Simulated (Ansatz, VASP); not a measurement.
## TaSi2: VASP beside Ansatz

INCAR

```
PREC     = Accurate       # precision mode
ENCUT    = 520            # plane-wave cutoff, eV
EDIFF    = 1E-8           # SCF threshold, eV
ISMEAR   = -1             # smearing method
SIGMA    = 0.05           # smearing width, eV
LREAL    = False          # projectors in reciprocal space
LASPH    = True           # aspherical terms in the spheres
NELM     = 100            # most SCF steps
ALGO     = Normal         # electronic algorithm
ISIF     = 2              # what is computed and relaxed
LWAVE    = False          # write WAVECAR
LCHARG   = False          # write CHGCAR
GGA      = PS             # functional
LEFG     = True         
NBANDS   = 38             # bands
```

Contents of KPOINTS:

```
Automatic mesh
0
Gamma
  11 11 7
```

File POSCAR:

```
TaSi2
1.0
    4.7839004637      0.0000000000      0.0000000000
   -2.3919502318      4.1429793307      0.0000000000
    0.0000000000      0.0000000000      6.5700000000
Ta Si
3 6
Direct
    0.5000000000      0.0000000000      0.0000000000
    0.5000000000      0.5000000000      0.6666666667
    0.0000000000      0.5000000000      0.3333333333
    0.1589700000      0.3179400000      0.0000000000
    0.8410300000      0.1589700000      0.6666666667
    0.6820600000      0.8410300000      0.3333333333
    0.8410300000      0.6820600000      0.0000000000
    0.1589700000      0.8410300000      0.6666666667
    0.3179400000      0.1589700000      0.3333333333
```

Input for Ansatz:

```yaml
crystal:
  lattice:
    - [4.7839004637, 0.0, 0.0]
    - [-2.3919502318, 4.1429793307, 0.0]
    - [0.0, 0.0, 6.57]
  atoms:
    - { symbol: Ta, position: [0.5, 0.0, 0.0] }
    - { symbol: Ta, position: [0.5, 0.5, 0.6666666667] }
    - { symbol: Ta, position: [0.0, 0.5, 0.3333333333] }
    - { symbol: Si, position: [0.15897, 0.31794, 0.0] }
    - { symbol: Si, position: [0.84103, 0.15897, 0.6666666667] }
    - { symbol: Si, position: [0.68206, 0.84103, 0.3333333333] }
    - { symbol: Si, position: [0.84103, 0.68206, 0.0] }
    - { symbol: Si, position: [0.15897, 0.84103, 0.6666666667] }
    - { symbol: Si, position: [0.31794, 0.15897, 0.3333333333] }
kpoints:
  mp_grid: { grid: [11, 11, 7] }
scf:
  occupations: { method: fermi_dirac, width: 0.05 }
hamiltonian:
  xc: pbesol
  pseudopotentials: { kind: paw }
output:
  forces: true
  stress: true
  populations: true
  efg: { quadrupole_moments_barn: { Ta: 3.17 }, contact_densities: true }
```

Alike in both runs: task electric field gradients; functional PBEsol; k mesh 11 × 11 × 7; occupations fermi-dirac, width 0.05 eV; no spin polarisation.

|  | VASP | Ansatz |
| --- | --- | --- |
| version | VASP 6.6.1 | Ansatz 0.2.0 |
| potentials or method | VASP PAW PBE potentials, release 64 (Ta_pv, Si) | plane-wave PAW, scalar-relativistic |
| plane-wave cutoff (eV) | 520 | 420 |
| valence electrons in the cell | 57 | 63 |

|  | VASP | Ansatz | Ansatz less VASP |
| --- | --- | --- | --- |
| pressure (GPa) | -1.9 | -2.2 | -0.30 |
| traceless stress, the component that is largest in VASP (GPa) | 0.61 | 0.55 | -0.060 |
| rms of the force components (eV/Å) | 0.014 | 0.015 | +0.0011 |
| size of Vzz on the site where it differs most (V/Å²) | 55.0 | 64.2 | +9.26 |

VASP's potentials were made for PBE, not for PBEsol. Atom by atom the forces differ by 0.001 eV/Å (rms over components). VASP's potentials hold 57 valence electrons a cell and Ansatz's 63, so a difference there can come from the potentials and not from the codes.

Spin-orbit coupling is off throughout.
